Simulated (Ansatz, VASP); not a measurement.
# Sb2Au: VASP beside Ansatz

```xyz
3
Lattice="0.0000 3.3500 3.3500 3.3500 0.0000 3.3500 3.3500 3.3500 0.0000" Properties=species:S:1:pos:R:3 pbc="T T T"
Sb    1.6750    1.6750    1.6750
Sb    5.0251    5.0251    5.0251
Au    0.0000    0.0000    0.0000
```

Change from the starting cell: volume scaled by 1.02, crystal datasets.

Alike in both runs: task electric field gradients; functional LDA; k mesh 9 × 9 × 9; occupations fermi-dirac, width 0.08 eV; no spin polarisation.

|  | VASP | Ansatz |
| --- | --- | --- |
| version | VASP 6.6.1 | Ansatz 0.2.0 |
| potentials or method | VASP PAW LDA potentials, release 64 (Sb, Au), cutoff 520 eV | all-electron PAW with datasets made for the crystal, scalar-relativistic |

Ansatz gave:

```
pressure (GPa) : 1.0
```

What did VASP give for the same quantities?

Pressure (GPa): 1.2.

LDA's correlation is that of Perdew and Zunger in VASP and of Perdew and Wang (1992) in Ansatz. Ansatz ran all-electron here, and VASP with PAW potentials.

Spin-orbit coupling is off throughout.
